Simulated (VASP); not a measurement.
# BiPt (P6_3/mmc) in VASP: further runs

BiPt is run at these levels: LDA; tasks: single point.

Everything below comes from runs of VASP 6.6.1. Logs are shortened: lines on timing, memory, paths and dates and some standing lists are left out, and cuts for length are marked.

### 1 The cell of the first run

Symmetry: P6_3/mmc, No. 194, hexagonal system. The conventional cell has a = 4.229 Å, b = 4.229 Å, c = 5.490 Å, α = 90.00°, β = 90.00°, γ = 120.00°. Bi (site symmetry -6m2) has 6 Pt at 2.80 Å and 6 Bi at 3.67 Å within 3.7 Å. Pt (site symmetry -3m) has 2 Pt at 2.75 Å and 6 Bi at 2.80 Å within 3.6 Å.

### 2 Single point, LDA (equal xx and yy strain of -2 %)

The input, INCAR:

```
SYSTEM = BiPt
ALGO = Normal
EDIFF = 1E-7
ENCUT = 520
ISIF = 2
ISMEAR = -1
LASPH = .TRUE.
LCHARG = .FALSE.
LREAL = .FALSE.
LWAVE = .FALSE.
NBANDS = 33
NELM = 60
PREC = Accurate
SIGMA = 0.05
```

The input, KPOINTS:

```
k-points
0
G
  9 9 6
  0 0 0
```

The input, POSCAR:

```
BiPt
1.0
    4.2287001624      0.0000000000      0.0000000000
   -2.1143500812      3.6621617656      0.0000000000
    0.0000000000      0.0000000000      5.4900000000
Bi Pt
2 2
Direct
    0.3333333333      0.6666666667      0.2500000000
    0.6666666667      0.3333333333      0.7500000000
    0.0000000000      0.0000000000      0.0000000000
    0.0000000000      0.0000000000      0.5000000000
```

Potentials or basis: VASP PAW LDA potentials, release 64 (Bi_d, Pt).

On the command line:

```
$ cat potpaw_LDA.64/Bi_d/POTCAR potpaw_LDA.64/Pt/POTCAR > POTCAR
$ mpirun -np 1 vasp_std > vasp.out
```

OUTCAR:

```text
SYSTEM = BiPt
   EDIFF = 1E-7
   ENCUT = 520
   ISIF = 2
   ISMEAR = -1
   LASPH = .TRUE.
   LREAL = .FALSE.
   NELM = 60
   PREC = Accurate

 ion  position               nearest neighbor table
   1  0.333  0.667  0.250-   3 2.80   4 2.80   3 2.80   4 2.80   3 2.80   4 2.80   2 3.67   2 3.67
                             2 3.67   2 3.67   2 3.67   2 3.67
   2  0.667  0.333  0.750-   3 2.80   4 2.80   3 2.80   4 2.80   3 2.80   4 2.80   1 3.67   1 3.67
                             1 3.67   1 3.67   1 3.67   1 3.67
   3  0.000  0.000  0.000-   4 2.75   4 2.75   1 2.80   2 2.80   1 2.80   2 2.80   2 2.80   1 2.80

   4  0.000  0.000  0.500-   3 2.75   3 2.75   1 2.80   2 2.80   1 2.80   2 2.80   2 2.80   1 2.80

  LATTYP: Found a hexagonal cell.
 ALAT       =     4.2287001624
 C/A-ratio  =     1.2982712865

  Lattice vectors:

 A1 = (   4.2287001624,   0.0000000000,   0.0000000000)
 A2 = (  -2.1143500812,   3.6621617656,   0.0000000000)
 A3 = (   0.0000000000,   0.0000000000,   5.4900000000)

Analysis of symmetry for initial positions (statically):
=====================================================================
 Subroutine PRICEL returns:
 Original cell was already a primitive cell.

 Routine SETGRP: Setting up the symmetry group for a
 hexagonal supercell.

 Subroutine GETGRP returns: Found 24 space group operations
 (whereof 12 operations were pure point group operations)
 out of a pool of 24 trial point group operations.

The static configuration has the point symmetry D_3d.
 The point group associated with its full space group is D_6h.

Analysis of symmetry for dynamics (positions and initial velocities):
=====================================================================
 Subroutine PRICEL returns:
 Original cell was already a primitive cell.

 Routine SETGRP: Setting up the symmetry group for a
 hexagonal supercell.

 Subroutine GETGRP returns: Found 24 space group operations
 (whereof 12 operations were pure point group operations)
 out of a pool of 24 trial point group operations.

The dynamic configuration has the point symmetry D_3d.
 The point group associated with its full space group is D_6h.

 Subroutine INISYM returns: Found 24 space group operations
 (whereof 12 operations are pure point group operations),
 and found     1 'primitive' translations

----------------------------------------------------------------------------------------

                                     Primitive cell

  volume of cell :      85.0192

  direct lattice vectors                    reciprocal lattice vectors
     4.228700162  0.000000000  0.000000000     0.236479287  0.136531380  0.000000000
    -2.114350081  3.662161766  0.000000000     0.000000000  0.273062760  0.000000000
     0.000000000  0.000000000  5.490000000     0.000000000  0.000000000  0.182149362

  length of vectors
     4.228700162  4.228700162  5.490000000     0.273062760  0.273062760  0.182149362

  position of ions in fractional coordinates (direct lattice)
     0.333333333  0.666666667  0.250000000
     0.666666667  0.333333333  0.750000000
     0.000000000  0.000000000  0.000000000
     0.000000000  0.000000000  0.500000000

  ion indices of the primitive-cell ions
   primitive index   ion index
                 1           1
                 2           2
                 3           3
                 4           4

----------------------------------------------------------------------------------------

 KPOINTS: k-points

Automatic generation of k-mesh.
 Grid dimensions read from file:
 generate k-points for:    9    9    6

 Generating k-lattice:

  Cartesian coordinates                     Fractional coordinates (reciprocal lattice)
     0.026275476  0.015170153  0.000000000     0.111111111  0.000000000  0.000000000
     0.000000000  0.030340307  0.000000000     0.000000000  0.111111111  0.000000000
     0.000000000  0.000000000  0.030358227     0.000000000  0.000000000  0.166666667

  Length of vectors
     0.030340307  0.030340307  0.030358227

  Shift w.r.t. Gamma in fractional coordinates (k-lattice)
     0.000000000  0.000000000  0.000000000

 Subroutine IBZKPT returns following result:
 ===========================================

 Found     48 irreducible k-points:

 Following reciprocal coordinates:
            Coordinates               Weight
  0.000000  0.000000  0.000000      1.000000
  0.111111  0.000000  0.000000      6.000000
  0.222222  0.000000  0.000000      6.000000
  0.333333  0.000000  0.000000      6.000000
  0.444444  0.000000  0.000000      6.000000
  0.111111  0.111111  0.000000      6.000000
[... 16 lines left out ...]
  0.333333  0.222222  0.166667     24.000000
  0.333333  0.333333  0.166667      4.000000
 [... further k-points ...]
   k-points           NKPTS =     48   k-points in BZ     NKDIM =     48   number of bands    NBANDS=     33
   number of dos      NEDOS =    301   number of ions     NIONS =      4
   total plane-waves  NPLWV =  43008
   dimension x,y,z NGX =    32 NGY =   32 NGZ =   42
   dimension x,y,z NGXF=    64 NGYF=   64 NGZF=   84
   ions per type =               2   2
   NGX,Y,Z   is equivalent  to a cutoff of  12.58, 12.58, 12.72 a.u.
   NGXF,Y,Z  is equivalent  to a cutoff of  25.16, 25.16, 25.44 a.u.
 SYSTEM =  BiPt
   PREC   = accura    normal or accurate (medium, high low for compatibility)
   ISTART =      0    job   : 0-new  1-cont  2-samecut
   ICHARG =      2    charge: 1-file 2-atom 10-const
   ISPIN  =      1    spin polarized calculation?
   LNONCOLLINEAR =      F non collinear calculations
   LSORBIT =      F    spin-orbit coupling
   LASPH  =      T    aspherical Exc in radial PAW
   ENCUT  =  520.0 eV  38.22 Ry    6.18 a.u.   7.86  7.86 10.21*2*pi/ulx,y,z
   NELM   =     60;   NELMIN=  2; NELMDL= -5     # of ELM steps
   EDIFF  = 0.1E-06   stopping-criterion for ELM
   LREAL  =      F    real-space projection
   EDIFFG = 0.1E-05   stopping-criterion for IOM
   NSW    =      0    number of steps for IOM
   IBRION =     -1    ionic relax: 0-MD 1-quasi-New 2-CG
   NFREE  =      0    steps in history (QN), initial steepest desc. (CG)
   ISIF   =      2    stress and relaxation
   ISYM   =      2    0-nonsym 1-usesym 2-fastsym
   POTIM  = 0.5000    time-step for ionic-motion
   TEBEG  =    0.0;   TEEND  =   0.0 temperature during run
   PSTRESS=    0.0 pullay stress
   NELECT =      50.0000    total number of electrons
   NUPDOWN=      -1.0000    fix difference up-down
   EMIN   =  10.00;   EMAX   =-10.00  energy-range for DOS
   EFERMI =   0.00;   METHOD = LEGACY
   ISMEAR =    -1;   SIGMA  =   0.05  broadening in eV -4-tet -1-fermi 0-gaus
   EFERMI_NEDOS =   21; number of points for ismear=-14 and -15
   IALGO  =     38    algorithm
   IMIX   =      4    mixing-type and parameters
     AMIX     =   0.40;   BMIX     =  1.00
     AMIX_MAG =   1.60;   BMIX_MAG =  1.00
  volume/ion in A,a.u.               =      21.25       143.43
  Fermi-wavevector in a.u.,A,eV,Ry     =   1.371595  2.591939 25.596273  1.881273
  Thomas-Fermi vector in A             =   2.497278
   LORBIT       =      0    0 simple, 1 ext, 2 COOP (PROOUT), +10 PAW based schemes
   GGA     = CA    functional components
   LHFCALC =     F    Hartree Fock is set to
   AEXX    =    0.0000 exact exchange contribution
   IVDW    =     0    specifies the selected vdW correction
   LEPSILON=     F    determine dielectric tensor
   LRPA    =     F    only Hartree local field effects (RPA)
 non-spin polarized calculation
  energy-cutoff  :      520.00
  volume of cell :       85.02
 maximum number of plane-waves:      2328
 NGX is ok and might be reduce to    32
   NGX = 15   NGY = 15   NGZ = 21

 number of electron      49.9999994 magnetization

 Free energy of the ion-electron system (eV)
  ---------------------------------------------------
  ext. energy  EPLUGINS =         0.00000000
  ---------------------------------------------------
  free energy    TOTEN  =       -25.13261225 eV

  energy without entropy =      -25.11413902  energy(sigma->0) =      -25.12337563

 E-fermi :   9.9401     XC(G=0): -11.9371

 val. band max:        9.9336466378   @ k =   0.3333   0.0000   0.3333
 cond. band min:       9.9555252026   @ k =   0.2222   0.1111   0.0000
 fundamental gap:      0.0218785648
 Fermi energy:         9.9401246042

 k-point     1 :       0.0000    0.0000    0.0000
  band No.  band energies     occupation
      1     -13.0876      2.00000
      2     -13.0876      2.00000
      3     -13.0457      2.00000
      4     -13.0457      2.00000
      5     -13.0309      2.00000
      6     -13.0309      2.00000
[... 25 lines left out ...]
     32      15.7567      0.00000
     33      17.6148      0.00000

 k-point     2 :       0.1111    0.0000    0.0000
  band No.  band energies     occupation
      1     -13.0869      2.00000
      2     -13.0830      2.00000
      3     -13.0485      2.00000
      4     -13.0423      2.00000
      5     -13.0364      2.00000
      6     -13.0287      2.00000
[... 25 lines left out ...]
     32      16.3838      0.00000
     33      16.5095      0.00000

 k-point     3 :       0.2222    0.0000    0.0000
  band No.  band energies     occupation
      1     -13.0850      2.00000
      2     -13.0741      2.00000
      3     -13.0561      2.00000
      4     -13.0406      2.00000
      5     -13.0337      2.00000
      6     -13.0233      2.00000
[... 25 lines left out ...]
     32      16.7658      0.00000
     33      16.7788      0.00000

 k-point     4 :       0.3333    0.0000    0.0000
  band No.  band energies     occupation
      1     -13.0828      2.00000
      2     -13.0731      2.00000
      3     -13.0683      2.00000
      4     -13.0349      2.00000
      5     -13.0237      2.00000
      6     -13.0172      2.00000
[... 673 lines left out ...]
     32      17.3786      0.00000
     33      17.5014      0.00000

 k-point    23 :       0.3333    0.2222    0.1667
  band No.  band energies     occupation
      1     -13.0997      2.00000
      2     -13.0565      2.00000
      3     -13.0510      2.00000
      4     -13.0427      2.00000
      5     -13.0293      2.00000
      6     -13.0209      2.00000
[... 25 lines left out ...]
     32      17.9005      0.00000
     33      19.1470      0.00000

 k-point    24 :       0.3333    0.3333    0.1667
  band No.  band energies     occupation
      1     -13.1041      2.00000
      2     -13.0471      2.00000
      3     -13.0471      2.00000
      4     -13.0437      2.00000
      5     -13.0305      2.00000
      6     -13.0305      2.00000
[... 25 lines left out ...]
     32      18.3856      0.00000
     33      18.7724      0.00000

 [... further k-points ...]

------------------------ aborting loop because EDIFF is reached ----------------------------------------

  FORCE on cell =-STRESS in cart. coord.  units (eV):
  Direction    XX          YY          ZZ          XY          YZ          ZX
  --------------------------------------------------------------------------------------
  -------------------------------------------------------------------------------------
  Total        3.5903494      3.5903494      2.1673365      0.0000000     -0.0000000      0.0000000
  in kB       67.6597731     67.6597731     40.8432386      0.0000000     -0.0000000      0.0000000
  external PRESSURE =      58.7209283 kB  Pullay stress =       0.0000000 kB

 VOLUME and BASIS-vectors are now :
 -----------------------------------------------------------------------------
  energy-cutoff  :      520.00
  volume of cell :       85.02
      direct lattice vectors                 reciprocal lattice vectors
     4.228700162  0.000000000  0.000000000     0.236479287  0.136531380  0.000000000
    -2.114350081  3.662161766  0.000000000     0.000000000  0.273062760  0.000000000
     0.000000000  0.000000000  5.490000000     0.000000000  0.000000000  0.182149362

 POSITION                                       TOTAL-FORCE (eV/Angst)
 -----------------------------------------------------------------------------------
     -0.00000      2.44144      1.37250        -0.000000      0.000000      0.000000
      2.11435      1.22072      4.11750         0.000000     -0.000000      0.000000
      0.00000      0.00000      0.00000         0.000000     -0.000000      0.000000
      0.00000      0.00000      2.74500         0.000000     -0.000000      0.000000
 -----------------------------------------------------------------------------------
    total drift:                               -0.000000      0.000000     -0.000000

  FREE ENERGIE OF THE ION-ELECTRON SYSTEM (eV)
  ---------------------------------------------------
  free  energy   TOTEN  =       -25.1326122478 eV

  energy  without entropy=      -25.1141390202  energy(sigma->0) =      -25.12337563
```

Wall time 3.3 min (1 thread of Oxide Virtual Turin-like, shared host); peak memory 0.21 GiB.

What came out:

- Free energy: -25.1326 eV
- Pressure: 5.9 GPa
- Band gap on the k mesh: zero (bands 25 and 26 overlap by 4.24 eV)

Caveat: the cell differs from its parent crystal (equal xx and yy strain of -2 %); the cell stands under pressure; spin-orbit coupling is left out, which moves the levels of the heavy elements.

### 3 Single point, LDA (equal xx and yy strain of -1 %)

The input, INCAR:

```
PREC = Accurate
ENCUT = 520
EDIFF = 1E-7
ISMEAR = -1
SIGMA = 0.05
LREAL = F
LASPH = T
NELM = 80
ALGO = Normal
ISIF = 2
LWAVE = F
LCHARG = T
GGA = CA
LELF = T
LVHAR = T
NBANDS = 33
```

The input, KPOINTS:

```
regular mesh
0
Gamma
  9 9 6
```

POSCAR, as its differences from that of step 2:

```diff
@@ -2,4 +2,4 @@
 1.0
-    4.2287001624      0.0000000000      0.0000000000
-   -2.1143500812      3.6621617656      0.0000000000
+    4.2718501640      0.0000000000      0.0000000000
+   -2.1359250821      3.6995307632      0.0000000000
     0.0000000000      0.0000000000      5.4900000000
```

Potentials or basis: VASP PAW LDA potentials, release 64 (Bi_d, Pt).

On the command line:

```
$ cat potpaw_LDA.64/Bi_d/POTCAR potpaw_LDA.64/Pt/POTCAR > POTCAR
$ mpirun -np 1 vasp_std > vasp.out
```

Run time: 3.1 min. Hardware: 1 thread of Oxide Virtual Turin-like, shared host; peak memory 0.21 GiB.

The run converged. Its results:

```
Free energy            : -25.1892 eV
Pressure               : 2.8 GPa
Band gap on the k mesh : zero (bands 25 and 26 overlap by 4.12 eV)
```

Stress tensor (GPa, compression positive):
```
3.46 0.00 0.00
0.00 3.46 0.00
0.00 0.00 1.58
```

Levels at points of the mesh, in eV from the Fermi level:
```tsv
k point	band 21	band 22	band 23	band 24	band 25	band 26	band 27	band 28	band 29	band 30
(0.00, 0.00, 0.00)	-1.81	-1.81	0.31	0.31	1.02	2.18	2.34	2.91	3.68	3.68
(0.00, 0.00, 0.50)	-3.24	-3.24	-1.63	-1.63	2.56	2.56	2.56	2.56	5.06	5.06
```

Caveat: the cell differs from its parent crystal (equal xx and yy strain of -1 %); spin-orbit coupling is left out, which moves the levels of the heavy elements.

### 4 Single point, LDA (equal xx and yy strain of +1 %)

The input, INCAR:

```
PREC     = Accurate       # precision mode
ENCUT    = 520            # plane-wave cutoff, eV
EDIFF    = 1E-6           # SCF threshold, eV
ISMEAR   = -1             # smearing method
SIGMA    = 0.05           # smearing width, eV
LREAL    = False          # projectors in reciprocal space
LASPH    = True           # aspherical terms in the spheres
NELM     = 80             # most SCF steps
ALGO     = Normal         # electronic algorithm
ISIF     = 2              # what is computed and relaxed
LWAVE    = False          # write WAVECAR
LCHARG   = False          # write CHGCAR
NBANDS   = 33             # bands
```

The input, KPOINTS:

```
Automatic mesh
0
Gamma
  9 9 6
```

POSCAR, as its differences from that of step 3:

```diff
@@ -2,4 +2,4 @@
 1.0
-    4.2718501640      0.0000000000      0.0000000000
-   -2.1359250821      3.6995307632      0.0000000000
+    4.3581501674      0.0000000000      0.0000000000
+   -2.1790750837      3.7742687584      0.0000000000
     0.0000000000      0.0000000000      5.4900000000
```

On the command line:

```
$ cat potpaw_LDA.64/Bi_d/POTCAR potpaw_LDA.64/Pt/POTCAR > POTCAR
$ mpirun -np 1 vasp_std > vasp.out
```

Run time: 2.2 min. Hardware: 1 thread of Oxide Virtual Turin-like, shared host; peak memory 0.22 GiB.

Results (log left out):

* Free energy: -25.2032 eV
* Pressure: -2.3 GPa
* Band gap on the k mesh: zero (bands 25 and 26 overlap by 3.89 eV)

Stress tensor (GPa, compression positive):
```
-2.20  0.00  0.00
 0.00 -2.20  0.00
 0.00  0.00 -2.48
```

Levels at points of the mesh, in eV from the Fermi level:
```tsv
k point	band 22	band 23	band 24	band 25	band 26	band 27	band 28	band 29
(0.00, 0.00, 0.00)	-1.60	0.26	0.26	1.11	1.77	2.29	2.85	3.42
(0.00, 0.00, 0.50)	-3.05	-1.67	-1.67	2.42	2.42	2.42	2.42	4.70
```

Caveat: the cell differs from its parent crystal (equal xx and yy strain of +1 %); spin-orbit coupling is left out, which moves the levels of the heavy elements.

### 5 Overview

```csv
cell,gap on the mesh (eV),pressure (GPa)
"a = 4.229, b = 4.229, c = 5.490 Å, angles 90.0, 90.0, 120.0°, 4 atoms",none,5.9
"a = 4.272, b = 4.272, c = 5.490 Å, angles 90.0, 90.0, 120.0°, 4 atoms",none,2.8
"a = 4.358, b = 4.358, c = 5.490 Å, angles 90.0, 90.0, 120.0°, 4 atoms",none,-2.3
```

Alike in all rows: task single point; level LDA; potentials or basis VASP PAW LDA potentials, release 64 (Bi_d, Pt); no spin polarisation; k mesh 9 × 9 × 6; cutoff (eV) 520; smearing fermi-dirac 0.05 eV.

Caveats: spin-orbit coupling is left out, which moves the levels of the heavy elements; the cell stands under pressure (at least some runs).

Total energies depend on the potentials used, so only differences within one code and one set of settings carry meaning.

The gap in the log of VASP goes by the Fermi energy; the results here count the filled bands.